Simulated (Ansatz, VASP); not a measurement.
WS2 in VASP and in Ansatz

```xyz
6
Lattice="3.1595 0.0000 0.0000 -1.5798 2.7362 0.0000 0.0000 0.0000 23.8043" Properties=species:S:1:pos:R:3 pbc="T T T"
S     0.0000    1.8242    4.5000
S     0.0000    1.8242    7.6521
S     0.0000    1.8242   11.4921
S     0.0000    1.8242   14.6443
W     1.5798    0.9121    6.0761
W     1.5798    0.9121   13.0682
```

Alike in both runs: task single point; functional PBE; dispersion D3(BJ); k mesh 9 × 9 × 1; occupations gaussian, width 0.05 eV; no spin polarisation.

|  | VASP | Ansatz |
| --- | --- | --- |
| version | VASP 6.6.1 | Ansatz 0.2.0 |
| potentials or method | VASP PAW PBE potentials, release 64 (S, W_sv), cutoff 520 eV | scalar-relativistic, plane waves, PAW |
| valence electrons in the cell | 52 | 52 |

```csv
,VASP,Ansatz,Ansatz less VASP
gap on the k mesh at the Fermi level (eV),1.85,1.84,-0.013
least direct gap on the mesh (eV),1.91,1.91,-0.003
rms of the force components (eV/Å),0.017,0.017,-0.0005
```

Neither program's run includes spin-orbit coupling.
